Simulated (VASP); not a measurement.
Wanted: the native input for a VASP 6.6.1 run.

```
Task                   : single point
Functional             : PBE
Potentials or basis    : VASP PAW PBE potentials, release 64 (Mg_sv, F)
Cutoff                 : 840 eV
k mesh                 : 4 × 4 × 6
Occupations            : gaussian, width 0.02 eV
Spin                   : no spin polarisation
Dipole correction      : no
Further INCAR settings : ALGO = Normal; EDIFF = 1e-06; NBANDS = 33
```

The structure of MgF2 lies in POSCAR:

```
MgF2
1.0
    4.6250000000      0.0000000000      0.0000000000
    0.0000000000      4.6250000000      0.0000000000
    0.0000000000      0.0000000000      3.0520000000
Mg F
2 4
Direct
    0.0000000000      0.0000000000      0.0000000000
    0.5000000000      0.5000000000      0.5000000000
    0.3030000000      0.3030000000      0.0000000000
    0.1970000000      0.8030000000      0.5000000000
    0.6970000000      0.6970000000      0.0000000000
    0.8030000000      0.1970000000      0.5000000000
```

The input as run:

INCAR

```
SYSTEM = MgF2
ALGO = Normal
EDIFF = 1E-6
ENCUT = 840
GGA = PE
GGA_COMPAT = .False.
ISIF = 2
ISMEAR = 0
LASPH = .True.
LCHARG = .False.
LREAL = .False.
LWAVE = .False.
NBANDS = 33
NELM = 120
PREC = Accurate
SIGMA = 0.02
```

KPOINTS

```
k-points
0
Gamma
  4 4 6
  0 0 0
```

Potentials or basis: VASP PAW PBE potentials, release 64 (Mg_sv, F).

Run with:

```sh
$ cat potpaw_PBE.64/Mg_sv/POTCAR potpaw_PBE.64/F/POTCAR > POTCAR
$ mpirun -np 1 vasp_std > vasp.out
```

Results of the run:

The pressure is 4.6 GPa and the largest force is 0.033 eV/Å. The band gap on the k mesh is 7.12 eV.

Caveat: the cell stands under pressure.

Run time: 69 s on 1 thread of Intel(R) Xeon(R) Platinum 8259CL CPU @ 2.50GHz (Skylake/Cascade Lake), on a shared host, peak memory 0.27 GiB.
